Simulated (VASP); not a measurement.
# SrO in VASP: further runs, part 2 of 2

VASP 6.6.1.

## (4) Relaxation of the atoms, LDA (equal xy, yz and zx engineering shears of -0.5 %)

File INCAR:

```
ALGO     = Normal         # electronic algorithm
EDIFF    = 1E-6           # SCF threshold, eV
EDIFFG   = -0.002         # ionic threshold
ENCUT    = 520            # plane-wave cutoff, eV
IBRION   = 2              # ionic algorithm
ISIF     = 2              # what is computed and relaxed
ISMEAR   = 0              # smearing method
LASPH    = True           # aspherical terms in the spheres
LCHARG   = False          # write CHGCAR
LREAL    = False          # projectors in reciprocal space
LWAVE    = False          # write WAVECAR
NELM     = 60             # most SCF steps
NSW      = 50             # ionic steps
PREC     = Accurate       # precision mode
SIGMA    = 0.01           # smearing width, eV
```

File KPOINTS:

```
k-points
0
Gamma
  8 8 8
```

File POSCAR:

```
SrO
1.0
   -0.0126609878      2.5258670768      2.5258670768
    2.5258670768     -0.0126609878      2.5258670768
    2.5258670768      2.5258670768     -0.0126609878
Sr O
1 1
Direct
    0.5000000000      0.5000000000      0.5000000000
    0.0000000000      0.0000000000      0.0000000000
```

Potentials or basis: VASP PAW LDA potentials, release 64 (Sr_sv, O).

Started as:

```console
> cat potpaw_LDA.64/Sr_sv/POTCAR potpaw_LDA.64/O/POTCAR > POTCAR
> mpirun -np 1 vasp_std > vasp.out
```

OUTCAR:

```text
EDIFF = 1E-6
   EDIFFG = -0.002
   ENCUT = 520
   IBRION = 2
   ISIF = 2
   ISMEAR = 0
   LASPH = True
   LREAL = False
   NELM = 60
   NSW = 50
   PREC = Accurate

 ion  position               nearest neighbor table
   1  0.500  0.500  0.500-   2 2.53   2 2.53   2 2.53   2 2.53   2 2.53   2 2.53
   2  0.000  0.000  0.000-   1 2.53   1 2.53   1 2.53   1 2.53   1 2.53   1 2.53

  LATTYP: Found a trigonal (rhomboedric) cell.
 ALAT       =     3.5721379145
 COS(alpha) =     0.4949812504

  Lattice vectors:

 A1 = (  -0.0126609878,   2.5258670768,   2.5258670768)
[... 542 lines left out ...]
     11       9.1535      0.00000
     12      10.1889      0.00000

 [... further k-points ...]
[... 5 lines left out ...]
  --------------------------------------------------------------------------------------
  -------------------------------------------------------------------------------------
  Total        0.1721396      0.1721396      0.1721396      0.0556341      0.0556341      0.0556341
  in kB        8.4933069      8.4933069      8.4933069      2.7449658      2.7449658      2.7449658
  external PRESSURE =       8.4933069 kB  Pullay stress =       0.0000000 kB

 VOLUME and BASIS-vectors are now :
 -----------------------------------------------------------------------------
  energy-cutoff  :      520.00
  volume of cell :       32.47
      direct lattice vectors                 reciprocal lattice vectors
    -0.012660988  2.525867077  2.525867077    -0.196469649  0.197459421  0.197459421
     2.525867077 -0.012660988  2.525867077     0.197459421 -0.196469649  0.197459421
     2.525867077  2.525867077 -0.012660988     0.197459421  0.197459421 -0.196469649

 POSITION                                       TOTAL-FORCE (eV/Angst)
 -----------------------------------------------------------------------------------
      2.51954      2.51954      2.51954         0.000000     -0.000000      0.000000
      0.00000      0.00000      0.00000        -0.000000      0.000000     -0.000000
 -----------------------------------------------------------------------------------
    total drift:                                0.000000      0.000000      0.000000

  FREE ENERGIE OF THE ION-ELECTRON SYSTEM (eV)
  ---------------------------------------------------
  free  energy   TOTEN  =       -13.3863240599 eV

  energy  without entropy=      -13.3863240599  energy(sigma->0) =      -13.38632406

 reached required accuracy - stopping structural energy minimisation
```

OSZICAR:

```text
N       E                     dE             d eps       ncg     rms          rms(c)
DAV:   1     0.667907610902E+02    0.66791E+02   -0.80909E+03  1560   0.126E+03
DAV:   2    -0.121735070406E+02   -0.78964E+02   -0.72989E+02  2140   0.250E+02
DAV:   3    -0.155215888868E+02   -0.33481E+01   -0.33310E+01  2344   0.475E+01
DAV:   4    -0.155836644643E+02   -0.62076E-01   -0.62056E-01  2024   0.443E+00
DAV:   5    -0.155843814094E+02   -0.71695E-03   -0.71694E-03  2068   0.398E-01    0.188E+01
DAV:   6    -0.135765842538E+02    0.20078E+01   -0.10044E+01  1792   0.246E+01    0.226E+01
DAV:   7    -0.134320359326E+02    0.14455E+00   -0.57963E-01  1960   0.701E+00    0.129E+01
DAV:   8    -0.133873133416E+02    0.44723E-01   -0.16181E-01  1748   0.415E+00    0.112E+00
DAV:   9    -0.133862434255E+02    0.10699E-02   -0.98519E-03  2404   0.850E-01    0.256E-01
DAV:  10    -0.133863301528E+02   -0.86727E-04   -0.72009E-04  1856   0.276E-01    0.726E-02
DAV:  11    -0.133863237294E+02    0.64234E-05   -0.12376E-04  1872   0.100E-01    0.182E-02
DAV:  12    -0.133863240490E+02   -0.31958E-06   -0.10950E-05  1792   0.336E-02    0.832E-03
DAV:  13    -0.133863240599E+02   -0.10974E-07   -0.62255E-07   976   0.898E-03
   1 F= -.13386324E+02 E0= -.13386324E+02  d E =-.133863E+02
```

Run time: 43 s. Hardware: 1 thread of Intel Xeon 8259CL, shared host; peak memory 0.16 GiB.

What came out:

- Free energy: -13.3863 eV
- Pressure after relaxing: 0.8 GPa
- Band gap on the k mesh: 3.05 eV, indirect (least direct gap 3.10 eV)

Final structure:
```
Sr O
1.0
    -0.01266    2.52587    2.52587
     2.52587   -0.01266    2.52587
     2.52587    2.52587   -0.01266
Sr O
1 1
Cartesian
  2.5195 2.5195 2.5195
  0.0000 0.0000 0.0000
```

Caveat: the cell differs from its parent crystal (equal xy, yz and zx engineering shears of -0.5 %); the relaxation stopped at its first step, so nothing moved.

## (5) Relaxation of the atoms, LDA (equal xy, yz and zx engineering shears of +0.5 %)

File INCAR:

```
ALGO = Normal
EDIFF = 1E-6
EDIFFG = -0.002
ENCUT = 520
IBRION = 2
ISIF = 2
ISMEAR = 0
LASPH = True
LCHARG = False
LREAL = False
LWAVE = False
NELM = 100
NSW = 50
PREC = Accurate
SIGMA = 0.01
```

KPOINTS is that of step 4.

File POSCAR:

```
SrO
1.0
    0.0126609878      2.5385280646      2.5385280646
    2.5385280646      0.0126609878      2.5385280646
    2.5385280646      2.5385280646      0.0126609878
Sr O
1 1
Direct
    0.5000000000      0.5000000000      0.5000000000
    0.0000000000      0.0000000000      0.0000000000
```

Started as:

```console
> cat potpaw_LDA.64/Sr_sv/POTCAR potpaw_LDA.64/O/POTCAR > POTCAR
> mpirun -np 1 vasp_std > vasp.out
```

It took 47 s on 1 thread of Intel Xeon 8259CL, shared host; peak memory 0.16 GiB.

Results (log left out):

```
Free energy             : -13.3863 eV
Pressure after relaxing : 0.8 GPa
Band gap on the k mesh  : 3.05 eV, indirect (least direct gap 3.10 eV)
```

Stress tensor (GPa, compression positive):
```
 0.85 -0.28 -0.28
-0.28  0.85 -0.28
-0.28 -0.28  0.85
```

Final structure:
```cif
data_structure
_symmetry_space_group_name_H-M 'P 1'
_symmetry_Int_Tables_number 1
_cell_length_a 3.5900
_cell_length_b 3.5900
_cell_length_c 3.5900
_cell_angle_alpha 59.670
_cell_angle_beta 59.670
_cell_angle_gamma 59.670
_cell_volume 32.47
loop_
_atom_site_label
_atom_site_type_symbol
_atom_site_fract_x
_atom_site_fract_y
_atom_site_fract_z
_atom_site_occupancy
Sr1 Sr 0.50000 0.50000 0.50000 1
O1 O 0.00000 0.00000 0.00000 1
```

Levels at points of the mesh, in eV from the valence-band top:
```
           k point  band 4  band 5  band 6  band 7  band 8  band 9  band 10  band 11  band 12
(0.00, 0.00, 0.00)  -13.61  -13.61   -0.02    0.00    0.00    4.13     6.13     6.23     6.23
(0.50, 0.00, 0.00)  -13.71  -12.30   -2.34   -1.29   -1.25    6.64     8.63     9.02     9.12
(0.50, 0.50, 0.00)  -14.06  -14.05   -0.34   -0.06   -0.05    3.05     8.11    10.48    10.58
(0.50, 0.50, 0.50)  -13.70  -12.28   -2.34   -1.24   -1.24    6.62     8.62     9.02     9.02
```

Caveat: the cell differs from its parent crystal (equal xy, yz and zx engineering shears of +0.5 %); the relaxation stopped at its first step, so nothing moved. A k mesh can miss the band edges.

## (6) Overview

| task | cell | gap on the mesh (eV) | pressure (GPa) |
| --- | --- | --- | --- |
| single point | a = 3.581 Å, angles 60.0°, 2 atoms | 3.06 | 0.8 |
| relaxation of the atoms | atoms relaxed from a = 3.572 Å, angles 60.3°, 2 atoms | 3.05 | 0.8 |
| relaxation of the atoms | atoms relaxed from a = 3.590 Å, angles 59.7°, 2 atoms | 3.05 | 0.8 |

Alike in all rows: level LDA; potentials or basis VASP PAW LDA potentials, release 64 (Sr_sv, O); no spin polarisation; k mesh 8 × 8 × 8; cutoff (eV) 520; smearing gaussian 0.01 eV.

Caveats: the relaxation stopped at its first step, so nothing moved (some runs).

Absolute energies hang on the potentials; compare differences alone.
